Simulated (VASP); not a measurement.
Here is a VASP 6.6.1 calculation.

The input POSCAR:

```
Ru
1.0
    2.7039339015      0.0000000000      0.0000000000
   -1.3519669508      2.3416754489      0.0000000000
    0.0000000000      0.0000000000      4.2670819314
Ru
2
Direct
    0.3333333333      0.6666666667      0.2500000000
    0.6666666667      0.3333333333      0.7500000000
```

Contents of INCAR.step1:

```
PREC = Accurate
ENCUT = 520
ISMEAR = 0
SIGMA = 0.1
LREAL = F
LASPH = T
NELM = 80
NBANDS = 21
GGA = PE
ALGO = Normal
EDIFF = 1E-4
LWAVE = T
LCHARG = F
```

File INCAR.step2:

```
PREC = Accurate
ENCUT = 520
EDIFF = 1E-6
ISMEAR = 0
SIGMA = 0.1
LREAL = F
LASPH = T
NELM = 80
ALGO = Normal
ISIF = 2
LWAVE = F
LCHARG = F
METAGGA = R2SCAN
LMIXTAU = T
NBANDS = 21
ISTART = 1
```

File KPOINTS:

```
Automatic mesh
0
Gamma
  15 15 8
```

Potentials or basis: VASP PAW PBE potentials, release 64 (Ru_pv).

Run with:

```bash
$ cat potpaw_PBE.64/Ru_pv/POTCAR > POTCAR
$ cp INCAR.step1 INCAR
$ mpirun -np 1 vasp_std > vasp.out
$ cp INCAR.step2 INCAR
$ mpirun -np 1 vasp_std > vasp.out
```

Task: Predict the band gap on the k mesh.

Result: Zero (band 14 reaches 14.44 eV, above the bottom of band 15 at 11.22 eV).

Task: Predict the pressure.

Result: 1.0 GPa.

Stress tensor (GPa, compression positive):
```
1.00 0.00 0.00
0.00 1.00 0.00
0.00 0.00 1.13
```

Caveat: the PAW data sets were made with another functional, which shifts forces and pressure a little.
